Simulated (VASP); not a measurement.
Si3N4:

```
Si N
1.0
     0.00000    3.89462    3.89462
     3.89462    0.00000    3.89462
     3.89462    3.89462    0.00000
Si N
6 8
Direct
  0.12500 0.12500 0.62500
  0.12500 0.62500 0.12500
  0.62500 0.12500 0.12500
  0.12500 0.12500 0.12500
  0.75000 0.75000 0.75000
  0.50000 0.50000 0.50000
  0.36754 0.36754 0.36754
  0.35263 0.88246 0.88246
  0.88246 0.88246 0.35263
  0.88246 0.35263 0.88246
  0.36754 0.36754 0.89737
  0.36754 0.89737 0.36754
  0.88246 0.88246 0.88246
  0.89737 0.36754 0.36754
```

```yaml
Program: VASP 6.6.1
Task: relaxation of cell and atoms
Functional: LDA
Potentials_or_basis: VASP PAW LDA potentials, release 64 (Si, N)
Cutoff: 600 eV
k_mesh: 6 × 6 × 6
Occupations: gaussian, width 0.02 eV
Spin: no spin polarisation
```

At the start: pressure -10.9 GPa; volume 8.44 Å³/atom.

Question: Where does the relaxation end?

Answer: Over 6 steps the energy falls by 10.5 meV/atom and the volume is 8.14 Å³/atom (-3.6 %); space group Fd-3m (No. 227, to 0.1 Å) before and after.

The path:
```tsv
step	energy change (eV)	largest force (eV/Å)	pressure (GPa)	volume (Å³)
1	0.0000	0.1026	-10.89	118.15
2	0.1384	0.4719	17.30	108.61
3	-0.1461	0.1186	-0.23	114.05
4	-0.1462	0.1233	0.01	113.97
5	-0.1460	0.1249	0.18	113.83
6	-0.1474	0.0021	0.09	113.90
```

Final structure:
```cif
data_structure
_symmetry_space_group_name_H-M 'P 1'
_symmetry_Int_Tables_number 1
_cell_length_a 5.4410
_cell_length_b 5.4410
_cell_length_c 5.4410
_cell_angle_alpha 60.000
_cell_angle_beta 60.000
_cell_angle_gamma 60.000
_cell_volume 113.90
loop_
_atom_site_label
_atom_site_type_symbol
_atom_site_fract_x
_atom_site_fract_y
_atom_site_fract_z
_atom_site_occupancy
Si1 Si 0.12500 0.12500 0.62500 1
Si2 Si 0.12500 0.62500 0.12500 1
Si3 Si 0.62500 0.12500 0.12500 1
Si4 Si 0.12500 0.12500 0.12500 1
Si5 Si 0.75000 0.75000 0.75000 1
Si6 Si 0.50000 0.50000 0.50000 1
N1 N 0.36758 0.36758 0.36758 1
N2 N 0.35274 0.88242 0.88242 1
N3 N 0.88242 0.88242 0.35274 1
N4 N 0.88242 0.35274 0.88242 1
N5 N 0.36758 0.36758 0.89726 1
N6 N 0.36758 0.89726 0.36758 1
N7 N 0.88242 0.88242 0.88242 1
N8 N 0.89726 0.36758 0.36758 1
```
